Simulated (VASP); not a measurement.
Crystal: SrO.

```xyz
2
Lattice="0.0000 2.5316 2.5316 2.5316 0.0000 2.5316 2.5316 2.5316 0.0000" Properties=species:S:1:pos:R:3 pbc="T T T"
Sr    2.5316    2.5316    2.5316
O     0.0000    0.0000    0.0000
```

This cell differs from its parent crystal: volume scaled by 0.96.

Base run:

| Quantity | Value |
| --- | --- |
| Program | VASP 6.6.1 |
| Functional | PBEsol |
| Potentials or basis | VASP PAW PBE potentials, release 64 (Sr_sv, O) |
| Cutoff | 520 eV |
| k mesh | 9 × 9 × 9 |
| Occupations | fermi-dirac, width 0.05 eV |
| Spin | no spin polarisation |

Its results: band gap on the k mesh 3.18 eV, indirect (least direct gap 3.24 eV); pressure 4.3 GPa.

Problem. The run is repeated on the same cell with these changes: functional from PBEsol to RPBE. What comes out?

Solution. Band gap on the k mesh 3.41 eV, indirect (least direct gap 3.47 eV); pressure 11.7 GPa.

RPBE binds less tightly than PBEsol, so the same cell stands under more pressure.

Caveats: the PAW data sets were made with another functional, which shifts forces and pressure a little.

A k mesh can miss the band edges.
